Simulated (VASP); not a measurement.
# SiN (Fm-3m) in VASP: relaxation of cell and atoms with PBE

Aim: the relaxation of cell and atoms of SiN with PBE.

Program: VASP 6.6.1. These are calculated values, not measurements. Logs are shortened: lines on timing, memory, paths and dates and some standing lists are left out, and cuts for length are marked.

### 1 The cell of the first run

The structure is cubic, space group Fm-3m (No. 225). The conventional cell has a = 4.265 Å, b = 4.265 Å, c = 4.265 Å, α = 90.00°, β = 90.00°, γ = 90.00°. Si (site symmetry m-3m) has 6 N at 2.13 Å within 2.8 Å. Within 2.8 Å of N (site symmetry m-3m) lie 6 Si at 2.13 Å.

### 2 Relaxation of cell and atoms, PBE

Input file INCAR:

```
PREC     = Accurate       # precision mode
ENCUT    = 600            # plane-wave cutoff, eV
EDIFF    = 1E-6           # SCF threshold, eV
ISMEAR   = 0              # smearing method
SIGMA    = 0.1            # smearing width, eV
LREAL    = F              # projectors in reciprocal space
LASPH    = T              # aspherical terms in the spheres
NELM     = 60             # most SCF steps
ALGO     = Normal         # electronic algorithm
ISIF     = 3              # what is computed and relaxed
LWAVE    = F              # write WAVECAR
LCHARG   = F              # write CHGCAR
GGA      = PE             # functional
IBRION   = 2              # ionic algorithm
NSW      = 100            # ionic steps
EDIFFG   = -0.01          # ionic threshold
```

Input file KPOINTS:

```
Automatic mesh
0
Gamma
  22 22 22
```

Input file POSCAR:

```
SiN
1.0
    0.0000000000      2.1323514579      2.1323514579
    2.1323514579      0.0000000000      2.1323514579
    2.1323514579      2.1323514579      0.0000000000
Si N
1 1
Direct
    0.0000000000      0.0000000000      0.0000000000
    0.5000000000      0.5000000000      0.5000000000
```

Potentials or basis: VASP PAW PBE potentials, release 64 (Si, N).

Run with:

```sh
cat potpaw_PBE.64/Si/POTCAR potpaw_PBE.64/N/POTCAR > POTCAR
mpirun -np 1 vasp_std > vasp.out
```

OUTCAR:

```text
PREC = Accurate
   ENCUT = 600
   EDIFF = 1E-6
   ISMEAR = 0
   LREAL = F
   LASPH = T
   NELM = 60
   ISIF = 3
   GGA = PE
   IBRION = 2
   NSW = 100
   EDIFFG = -0.01

 ion  position               nearest neighbor table
   1  0.000  0.000  0.000-   2 2.13   2 2.13   2 2.13   2 2.13   2 2.13   2 2.13
   2  0.500  0.500  0.500-   1 2.13   1 2.13   1 2.13   1 2.13   1 2.13   1 2.13

  LATTYP: Found a face centered cubic cell.
 ALAT       =     4.2647029158

  Lattice vectors:

 A1 = (   0.0000000000,   2.1323514579,   2.1323514579)
 A2 = (   2.1323514579,   0.0000000000,   2.1323514579)
 A3 = (   2.1323514579,   2.1323514579,   0.0000000000)

Analysis of symmetry for initial positions (statically):
=====================================================================
 Subroutine PRICEL returns:
 Original cell was already a primitive cell.

 Routine SETGRP: Setting up the symmetry group for a
 face centered cubic supercell.

 Subroutine GETGRP returns: Found 48 space group operations
 (whereof 48 operations were pure point group operations)
 out of a pool of 48 trial point group operations.

The static configuration has the point symmetry O_h .

Analysis of symmetry for dynamics (positions and initial velocities):
=====================================================================
 Subroutine PRICEL returns:
 Original cell was already a primitive cell.

 Routine SETGRP: Setting up the symmetry group for a
 face centered cubic supercell.

 Subroutine GETGRP returns: Found 48 space group operations
 (whereof 48 operations were pure point group operations)
 out of a pool of 48 trial point group operations.

The dynamic configuration has the point symmetry O_h .

 Subroutine INISYM returns: Found 48 space group operations
 (whereof 48 operations are pure point group operations),
 and found     1 'primitive' translations

----------------------------------------------------------------------------------------

                                     Primitive cell

  volume of cell :      19.3913

  direct lattice vectors                    reciprocal lattice vectors
     0.000000000  2.132351458  2.132351458    -0.234482922  0.234482922  0.234482922
     2.132351458  0.000000000  2.132351458     0.234482922 -0.234482922  0.234482922
     2.132351458  2.132351458  0.000000000     0.234482922  0.234482922 -0.234482922

  length of vectors
[... 97 lines left out ...]
   ISMEAR =     0;   SIGMA  =   0.10  broadening in eV -4-tet -1-fermi 0-gaus
   EFERMI_NEDOS =   21; number of points for ismear=-14 and -15
   IALGO  =     38    algorithm
   IMIX   =      4    mixing-type and parameters
     AMIX     =   0.40;   BMIX     =  1.00
     AMIX_MAG =   1.60;   BMIX_MAG =  1.00
  volume/ion in A,a.u.               =       9.70        65.43
  Fermi-wavevector in a.u.,A,eV,Ry     =   1.267516  2.395258 21.859087  1.606598
  Thomas-Fermi vector in A             =   2.400660
   LORBIT       =      0    0 simple, 1 ext, 2 COOP (PROOUT), +10 PAW based schemes
   GGA     = PE    functional components
   LHFCALC =     F    Hartree Fock is set to
   AEXX    =    0.0000 exact exchange contribution
   IVDW    =     0    specifies the selected vdW correction
   LEPSILON=     F    determine dielectric tensor
   LRPA    =     F    only Hartree local field effects (RPA)
 conjugate gradient relaxation of ions
 non-spin polarized calculation
 Gauss-broadening in eV      SIGMA  =   0.10
  energy-cutoff  :      600.00
  volume of cell :       19.39
 maximum number of plane-waves:       660
   NGX = 13   NGY = 13   NGZ = 13

--------------------------------------- Ionic step        1  -------------------------------------------

 number of electron       8.9999998 magnetization

 Free energy of the ion-electron system (eV)
  ---------------------------------------------------
  ext. energy  EPLUGINS =         0.00000000
  ---------------------------------------------------
  free energy    TOTEN  =       -12.88004932 eV

  energy without entropy =      -12.87692925  energy(sigma->0) =      -12.87848928

------------------------ aborting loop because EDIFF is reached ----------------------------------------

  FORCE on cell =-STRESS in cart. coord.  units (eV):
  Direction    XX          YY          ZZ          XY          YZ          ZX
  --------------------------------------------------------------------------------------
  -------------------------------------------------------------------------------------
  Total       -0.1389646     -0.1389646     -0.1389646     -0.0000000     -0.0000000      0.0000000
  in kB      -11.4817625    -11.4817625    -11.4817625     -0.0000000     -0.0000000      0.0000000
  external PRESSURE =     -11.4817625 kB  Pullay stress =       0.0000000 kB
[... 59 lines left out ...]
--------------------------------------- Ionic step        3  -------------------------------------------

 number of electron       8.9999999 magnetization

 Free energy of the ion-electron system (eV)
  ---------------------------------------------------
  ext. energy  EPLUGINS =         0.00000000
  ---------------------------------------------------
  free energy    TOTEN  =       -12.88047330 eV

  energy without entropy =      -12.87741786  energy(sigma->0) =      -12.87894558

 E-fermi :  11.9476     XC(G=0): -12.0280

 val. band max:       11.9429931666   @ k =  -0.1818   0.0455   0.0000
 cond. band min:      11.9733227333   @ k =  -0.1364   0.0909   0.0000
 fundamental gap:      0.0303295667
 Fermi energy:        11.9476087278

 k-point     1 :       0.0000    0.0000    0.0000
  band No.  band energies     occupation
      1      -8.6781      2.00000
      2       7.8793      2.00000
      3       7.8793      2.00000
      4       7.8793      2.00000
      5       9.6450      2.00000
      6      19.3295      0.00000
      7      19.3295      0.00000
      8      19.3295      0.00000
[... 243 lines left out ...]
 k-point    24 :      -0.4545    0.0455    0.0000
  band No.  band energies     occupation
      1      -5.6357      2.00000
      2      -0.4698      2.00000
      3       7.0566      2.00000
      4       7.2909      2.00000
      5      12.4167      0.00000
      6      14.6605      0.00000
      7      15.1415      0.00000
      8      16.7276      0.00000

 [... further k-points ...]

------------------------ aborting loop because EDIFF is reached ----------------------------------------

  FORCE on cell =-STRESS in cart. coord.  units (eV):
  Direction    XX          YY          ZZ          XY          YZ          ZX
  --------------------------------------------------------------------------------------
  -------------------------------------------------------------------------------------
  Total        0.0004420      0.0004420      0.0004420      0.0000000      0.0000000     -0.0000000
  in kB        0.0367445      0.0367445      0.0367445      0.0000000      0.0000000     -0.0000000
  external PRESSURE =       0.0367445 kB  Pullay stress =       0.0000000 kB
[... 17 lines left out ...]
  FREE ENERGIE OF THE ION-ELECTRON SYSTEM (eV)
  ---------------------------------------------------
  free  energy   TOTEN  =       -12.8804733024 eV

  energy  without entropy=      -12.8774178610  energy(sigma->0) =      -12.87894558

 reached required accuracy - stopping structural energy minimisation
```

CONTCAR:

```text
SiN
   1.00000000000000
    -0.0000000000000000    2.1280293956032539    2.1280293956032539
     2.1280293956032539   -0.0000000000000000    2.1280293956032539
     2.1280293956032539    2.1280293956032539    0.0000000000000000
  Si              N
     1     1
Direct
     0.0000000000000000    0.0000000000000000    0.0000000000000000
     0.5000000000000000    0.5000000000000000    0.5000000000000000

  0.00000000E+00  0.00000000E+00  0.00000000E+00
  0.00000000E+00  0.00000000E+00  0.00000000E+00
```

It took 69 s on 1 thread of Intel Xeon 8259CL, shared host; peak memory 0.19 GiB.

What came out:

| Property | Result |
| --- | --- |
| Free energy | -12.8805 eV |
| Relaxed volume | 9.64 Å³/atom |
| Relaxed cell | a = 3.009 Å, b = 3.009 Å, c = 3.009 Å, α = 60.00°, β = 60.00°, γ = 60.00° |
| Space group after relaxing (to 0.1 Å) | Fm-3m (No. 225) |
| Energy gained by relaxing | 0.2 meV/atom |
| Ionic steps | 3 |
| Pressure after relaxing | 0.0 GPa |
| Band gap on the k mesh | zero (an odd number of electrons rules out a gap without spin polarisation) |

Step by step:
| step | energy change (eV) | largest force (eV/Å) | pressure (GPa) | volume (Å³) |
| --- | --- | --- | --- | --- |
| 1 | 0.0000 | 0.0000 | -1.15 | 19.39 |
| 2 | -0.0002 | 0.0000 | 0.76 | 19.20 |
| 3 | -0.0004 | 0.0000 | 0.00 | 19.27 |

Final structure:
```
CELL_PARAMETERS angstrom
0.00000 2.12803 2.12803
2.12803 0.00000 2.12803
2.12803 2.12803 0.00000
ATOMIC_POSITIONS crystal
Si 0.00000 0.00000 0.00000
N 0.50000 0.50000 0.50000
```

The gap in the log of VASP goes by the Fermi energy; the results here count the filled bands.